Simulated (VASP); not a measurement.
A run of VASP 6.6.1 is set up as follows.

File INCAR:

```
PREC = Accurate ; ENCUT = 520
EDIFF = 1E-6 ; ISMEAR = -1
SIGMA = 0.05 ; LREAL = False
LASPH = True ; NELM = 150
ALGO = Normal ; ISIF = 2
LWAVE = False ; LCHARG = False
ISPIN = 2 ; MAGMOM = 1.731 1.731
LORBIT = 11 ; LMAXMIX = 4
GGA = B5 ; ALDAX = 1.0
AGGAX = 1.0 ; AGGAC = 1.0
ALDAC = 0.0 ; NBANDS = 20
```

The input KPOINTS:

```
regular mesh
0
Gamma
  17 17 17
```

Contents of POSCAR:

```
Co
1.0
    0.0000000000      2.5781953392      2.5781953392
    2.5781953392      0.0000000000      2.5781953392
    2.5781953392      2.5781953392      0.0000000000
Co
2
Direct
    0.1250000000      0.1250000000      0.1250000000
    0.8750000000      0.8750000000      0.8750000000
```

Potentials or basis: VASP PAW PBE potentials, release 64 (Co).

The run is started by

```bash
$ cat potpaw_PBE.64/Co/POTCAR > POTCAR
$ mpirun -np 1 vasp_std > vasp.out
```

**Question.** Estimate the pressure.

**Answer.** -0.3 GPa.

**Question.** What does it give for the net moment?

**Answer.** 3.42 μB per cell.

**Question.** What does it give for the site moments?

**Answer.** Co +1.70 μB.

Caveat: the PAW data sets were made with another functional, which shifts forces and pressure a little.
